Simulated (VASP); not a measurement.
# AlRu (Pm-3m) in VASP: further runs

Runs on AlRu. Level: LDA. Tasks: relaxation of cell and atoms.

All numbers are computed with VASP 6.6.1; they aren't measurements. Logs are shortened: lines on timing, memory, paths and dates and some standing lists are left out, and cuts for length are marked.

### 1 The cell of the first run

Symmetry: Pm-3m, No. 221, cubic system. Conventional cell: a = 2.954 Å, b = 2.954 Å, c = 2.954 Å, α = 90.00°, β = 90.00°, γ = 90.00°. Within 3.4 Å of Al (site symmetry m-3m) lie 8 Ru at 2.56 Å and 6 Al at 2.95 Å. Within 3.4 Å of Ru (site symmetry m-3m) lie 8 Al at 2.56 Å and 6 Ru at 2.95 Å.

### 2 Relaxation of cell and atoms, LDA

Input file INCAR:

```
ALGO = Fast
EDIFF = 1E-6
EDIFFG = -0.001
ENCUT = 600
IBRION = 2
ISIF = 3
ISMEAR = -1
LASPH = True
LCHARG = False
LREAL = False
LWAVE = False
NELM = 60
NSW = 80
PREC = Accurate
SIGMA = 0.15
```

Input file KPOINTS:

```
k-points
0
Gamma
  20 20 20
```

Input file POSCAR:

```
AlRu
1.0
    2.9537243640      0.0000000000      0.0000000000
    0.0000000000      2.9537243640      0.0000000000
    0.0000000000      0.0000000000      2.9537243640
Al Ru
1 1
Direct
    0.0000000000      0.0000000000      0.0000000000
    0.5000000000      0.5000000000      0.5000000000
```

Potentials or basis: VASP PAW LDA potentials, release 64 (Al, Ru_pv).

On the command line:

```
$ cat potpaw_LDA.64/Al/POTCAR potpaw_LDA.64/Ru_pv/POTCAR > POTCAR
$ mpirun -np 1 vasp_std > vasp.out
```

OUTCAR:

```text
EDIFF = 1E-6
   EDIFFG = -0.001
   ENCUT = 600
   IBRION = 2
   ISIF = 3
   ISMEAR = -1
   LASPH = True
   LREAL = False
   NELM = 60
   NSW = 80
   PREC = Accurate

 ion  position               nearest neighbor table
   1  0.000  0.000  0.000-   2 2.56   2 2.56   2 2.56   2 2.56   2 2.56   2 2.56   2 2.56   2 2.56

   2  0.500  0.500  0.500-   1 2.56   1 2.56   1 2.56   1 2.56   1 2.56   1 2.56   1 2.56   1 2.56

  LATTYP: Found a simple cubic cell.
 ALAT       =     2.9537243640

  Lattice vectors:

 A1 = (   2.9537243640,   0.0000000000,   0.0000000000)
 A2 = (   0.0000000000,   2.9537243640,   0.0000000000)
 A3 = (   0.0000000000,   0.0000000000,   2.9537243640)

Analysis of symmetry for initial positions (statically):
=====================================================================
 Subroutine PRICEL returns:
 Original cell was already a primitive cell.

 Routine SETGRP: Setting up the symmetry group for a
 simple cubic supercell.

 Subroutine GETGRP returns: Found 48 space group operations
 (whereof 48 operations were pure point group operations)
 out of a pool of 48 trial point group operations.

The static configuration has the point symmetry O_h .

Analysis of symmetry for dynamics (positions and initial velocities):
=====================================================================
 Subroutine PRICEL returns:
 Original cell was already a primitive cell.

 Routine SETGRP: Setting up the symmetry group for a
 simple cubic supercell.

 Subroutine GETGRP returns: Found 48 space group operations
 (whereof 48 operations were pure point group operations)
 out of a pool of 48 trial point group operations.

The dynamic configuration has the point symmetry O_h .

 Subroutine INISYM returns: Found 48 space group operations
 (whereof 48 operations are pure point group operations),
 and found     1 'primitive' translations

----------------------------------------------------------------------------------------

                                     Primitive cell

  volume of cell :      25.7697

  direct lattice vectors                    reciprocal lattice vectors
     2.953724364  0.000000000  0.000000000     0.338555626  0.000000000  0.000000000
     0.000000000  2.953724364  0.000000000     0.000000000  0.338555626  0.000000000
     0.000000000  0.000000000  2.953724364     0.000000000  0.000000000  0.338555626

  length of vectors
     2.953724364  2.953724364  2.953724364     0.338555626  0.338555626  0.338555626

  position of ions in fractional coordinates (direct lattice)
     0.000000000  0.000000000  0.000000000
     0.500000000  0.500000000  0.500000000
[... 96 lines left out ...]
     AMIX     =   0.40;   BMIX     =  1.00
     AMIX_MAG =   1.60;   BMIX_MAG =  1.00
  volume/ion in A,a.u.               =      12.88        86.95
  Fermi-wavevector in a.u.,A,eV,Ry     =   1.425130  2.693105 27.633375  2.030996
  Thomas-Fermi vector in A             =   2.545547
   LORBIT       =      0    0 simple, 1 ext, 2 COOP (PROOUT), +10 PAW based schemes
   GGA     = CA    functional components
   LHFCALC =     F    Hartree Fock is set to
   AEXX    =    0.0000 exact exchange contribution
   IVDW    =     0    specifies the selected vdW correction
   LEPSILON=     F    determine dielectric tensor
   LRPA    =     F    only Hartree local field effects (RPA)
 conjugate gradient relaxation of ions
 non-spin polarized calculation
 RMM-DIIS sequential band-by-band and
  energy-cutoff  :      600.00
  volume of cell :       25.77
 maximum number of plane-waves:       912
 NGX is ok and might be reduce to    24
   NGX = 11   NGY = 11   NGZ = 11

--------------------------------------- Ionic step        1  -------------------------------------------

 number of electron      16.9999998 magnetization

 Free energy of the ion-electron system (eV)
  ---------------------------------------------------
  ext. energy  EPLUGINS =         0.00000000
  ---------------------------------------------------
  free energy    TOTEN  =       -16.23711508 eV

  energy without entropy =      -16.13047403  energy(sigma->0) =      -16.18379456

------------------------ aborting loop because EDIFF is reached ----------------------------------------

  FORCE on cell =-STRESS in cart. coord.  units (eV):
  Direction    XX          YY          ZZ          XY          YZ          ZX
  --------------------------------------------------------------------------------------
  -------------------------------------------------------------------------------------
  Total        0.1714227      0.1714227      0.1714227     -0.0000000      0.0000000      0.0000000
  in kB       10.6578337     10.6578337     10.6578337     -0.0000000      0.0000000      0.0000000
  external PRESSURE =      10.6578337 kB  Pullay stress =       0.0000000 kB
[... 59 lines left out ...]
--------------------------------------- Ionic step        3  -------------------------------------------

 number of electron      16.9999998 magnetization

 Free energy of the ion-electron system (eV)
  ---------------------------------------------------
  ext. energy  EPLUGINS =         0.00000000
  ---------------------------------------------------
  free energy    TOTEN  =       -16.23746193 eV

  energy without entropy =      -16.13020879  energy(sigma->0) =      -16.18383536

 E-fermi :  11.0346     XC(G=0): -12.9675

 val. band max:       11.0331992445   @ k =   0.0500   0.0500   0.0500
 cond. band min:      11.0373016285   @ k =   0.4500   0.1500   0.0000
 fundamental gap:      0.0041023840
 Fermi energy:        11.0346270845

 k-point     1 :       0.0000    0.0000    0.0000
  band No.  band energies     occupation
      1     -30.5780      2.00000
      2     -30.5780      2.00000
      3     -30.5780      2.00000
      4       1.1423      2.00000
      5       7.2200      2.00000
      6       7.2200      2.00000
      7      11.1978      0.50418
      8      11.1978      0.50418
      9      11.1978      0.50418
     10      17.1886      0.00000
     11      17.1886      0.00000
     12      17.1886      0.00000
[... 331 lines left out ...]
 k-point    24 :       0.2000    0.1000    0.0000
  band No.  band energies     occupation
      1     -30.6603      2.00000
      2     -30.5939      2.00000
      3     -30.5688      2.00000
      4       2.0979      2.00000
      5       7.4702      2.00000
      6       7.5672      2.00000
      7      10.1219      1.99546
      8      10.4262      1.96596
      9      11.0734      0.87134
     10      15.1102      0.00000
     11      17.5766      0.00000
     12      18.9348      0.00000

 [... further k-points ...]
[... 5 lines left out ...]
  --------------------------------------------------------------------------------------
  -------------------------------------------------------------------------------------
  Total        0.0008363      0.0008363      0.0008363      0.0000000      0.0000000     -0.0000000
  in kB        0.0517667      0.0517667      0.0517667      0.0000000      0.0000000     -0.0000000
  external PRESSURE =       0.0517667 kB  Pullay stress =       0.0000000 kB
[... 17 lines left out ...]
  FREE ENERGIE OF THE ION-ELECTRON SYSTEM (eV)
  ---------------------------------------------------
  free  energy   TOTEN  =       -16.2374619307 eV

  energy  without entropy=      -16.1302087874  energy(sigma->0) =      -16.18383536

 reached required accuracy - stopping structural energy minimisation
```

It took 4.8 min on 1 thread of AMD EPYC 7R13, shared host; peak memory 0.21 GiB.

What came out:

```yaml
Free_energy: -16.2375 eV
Relaxed_volume: 12.94 Å³/atom
Relaxed_cell: a = 2.958 Å, b = 2.958 Å, c = 2.958 Å, α = 90.00°, β = 90.00°, γ = 90.00°
Space_group_after_relaxing_to_0.1_Å: Pm-3m (No. 221)
Energy_gained_by_relaxing: 0.2 meV/atom
Ionic_steps: 3
Pressure_after_relaxing: 0.0 GPa
Band_gap_on_the_k_mesh: zero (an odd number of electrons rules out a gap without spin polarisation)
```

Step by step:
```tsv
step	energy change (eV)	largest force (eV/Å)	pressure (GPa)	volume (Å³)
1	0.0000	0.0000	1.07	25.77
2	0.0009	0.0000	-1.88	26.09
3	-0.0003	0.0000	0.01	25.88
```

Final structure:
```
CELL_PARAMETERS angstrom
2.95804 0.00000 0.00000
0.00000 2.95804 0.00000
0.00000 0.00000 2.95804
ATOMIC_POSITIONS crystal
Al 0.00000 0.00000 0.00000
Ru 0.50000 0.50000 0.50000
```

### 3 Relaxation of cell and atoms, LDA

This run uses another cell than the first one, of 13.27 Å³/atom.

Input file INCAR:

```
SYSTEM = AlRu
ALGO     = Fast           ! electronic algorithm
EDIFF    = 1E-6           ! SCF threshold, eV
EDIFFG   = -0.002         ! ionic threshold
ENCUT    = 600            ! plane-wave cutoff, eV
IBRION   = 2              ! ionic algorithm
ISIF     = 3              ! what is computed and relaxed
ISMEAR   = 0              ! smearing method
LASPH    = .True.         ! aspherical terms in the spheres
LCHARG   = .False.        ! write CHGCAR
LREAL    = .False.        ! projectors in reciprocal space
LWAVE    = .False.        ! write WAVECAR
NELM     = 80             ! most SCF steps
NSW      = 100            ! ionic steps
PREC     = Accurate       ! precision mode
SIGMA    = 0.1            ! smearing width, eV
```

Input file KPOINTS:

```
k-points
0
Gamma
  20 20 20
  0 0 0
```

Input file POSCAR:

```
AlRu
1.0
    2.9824954400      0.0000000000      0.0000000000
    0.0000000000      2.9824954400      0.0000000000
    0.0000000000      0.0000000000      2.9824954400
Al Ru
1 1
Direct
    0.0000000000      0.0000000000      0.0000000000
    0.5000000000      0.5000000000      0.5000000000
```

Potentials or basis: VASP PAW LDA potentials, release 64 (Al, Ru_pv).

On the command line:

```
$ cat potpaw_LDA.64/Al/POTCAR potpaw_LDA.64/Ru_pv/POTCAR > POTCAR
$ mpirun -np 1 vasp_std > vasp.out
```

Run time: 13 min. Hardware: 1 thread of AMD EPYC 7R13, shared host; peak memory 0.22 GiB.

Results (log left out):

* Free energy: -16.1860 eV
* Relaxed volume: 12.92 Å³/atom
* Relaxed cell: a = 2.956 Å, b = 2.956 Å, c = 2.956 Å, α = 90.00°, β = 90.00°, γ = 90.00°
* Space group after relaxing (to 0.1 Å): Pm-3m (No. 221)
* Energy gained by relaxing: 6.5 meV/atom
* Ionic steps: 21
* Pressure after relaxing: 0.0 GPa
* Band gap on the k mesh: zero (an odd number of electrons rules out a gap without spin polarisation)

The path:
```
step  energy change (eV)  largest force (eV/Å)  pressure (GPa)  volume (Å³)
   1              0.0000                0.0000           -5.82        26.53
   2              0.0245                0.0000           11.41        24.72
   3             -0.0130                0.0000            0.06        25.84
   4             -0.0130                0.0000           -0.08        25.85
   5             -0.0130                0.0000           -0.14        25.85
   6             -0.0130                0.0000           -0.11        25.85
   7             -0.0130                0.0000           -0.15        25.85
   8             -0.0130                0.0000           -0.15        25.85
   9             -0.0130                0.0000           -0.15        25.85
  10             -0.0130                0.0000           -0.15        25.85
  11             -0.0130                0.0000           -0.15        25.85
  12             -0.0130                0.0000           -0.13        25.85
  13             -0.0130                0.0000           -0.12        25.85
  14             -0.0130                0.0000           -0.09        25.85
  15             -0.0130                0.0000           -0.11        25.84
  16             -0.0130                0.0000           -0.07        25.84
  17             -0.0130                0.0000           -0.03        25.83
  18             -0.0130                0.0000            0.08        25.81
  19             -0.0130                0.0000            0.11        25.83
  20             -0.0130                0.0000            0.02        25.83
  21             -0.0130                0.0000           -0.01        25.83
```

Final structure:
```
Al Ru
1.0
     2.95607    0.00000    0.00000
     0.00000    2.95607    0.00000
     0.00000    0.00000    2.95607
Al Ru
1 1
Direct
  0.00000 0.00000 0.00000
  0.50000 0.50000 0.50000
```

Levels at points of the mesh, in eV from the Fermi level:
| k point | band 5 | band 6 | band 7 | band 8 | band 9 | band 10 | band 11 | band 12 |
| --- | --- | --- | --- | --- | --- | --- | --- | --- |
| (0.00, 0.00, 0.00) | -3.78 | -3.78 | 0.20 | 0.20 | 0.20 | 6.21 | 6.21 | 6.21 |
| (0.50, 0.00, 0.00) | -5.51 | -2.95 | -1.68 | -1.68 | 0.48 | 2.41 | 7.49 | 11.18 |
| (0.50, 0.50, 0.00) | -3.23 | -1.35 | -1.35 | -1.23 | -1.23 | 1.61 | 5.51 | 6.61 |
| (0.50, 0.50, 0.50) | -4.82 | -4.82 | 1.71 | 1.71 | 2.71 | 4.23 | 4.23 | 4.23 |
